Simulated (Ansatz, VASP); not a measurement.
**One calculation of Ti3Al, two programs**

```
Ti Al
1.0
     2.86094    0.00000    0.00000
    -1.43047    2.47765    0.00000
     0.00000    0.00000    9.05134
Ti Al
3 1
Direct
  0.66667 0.33333 0.00000
  0.33333 0.66667 0.75152
  0.33333 0.66667 0.24848
  0.66667 0.33333 0.50000
```

Alike in both runs: task single point; functional LDA; k mesh 18 × 18 × 6; occupations gaussian, width 0.15 eV; no spin polarisation.

|  | VASP | Ansatz |
| --- | --- | --- |
| version | VASP 6.6.1 | Ansatz 0.2.0 |
| potentials or method | VASP PAW LDA potentials, release 64 (Ti_sv, Al), cutoff 520 eV | scalar-relativistic, plane waves, PAW |
| valence electrons in the cell | 39 | 39 |

```csv
,VASP,Ansatz,Ansatz less VASP
gap on the k mesh at the Fermi level (eV),none,none,-
pressure (GPa),-0.1,0.0,+0.03
"traceless stress, the component that is largest in VASP (GPa)",0.11,0.04,-0.068
```

Ansatz warns that its potentials were made for another functional, while VASP's fit it. LDA's correlation is that of Perdew and Zunger in VASP and of Perdew and Wang (1992) in Ansatz. A gap of «none» marks a metal or a gap that the smearing closes.
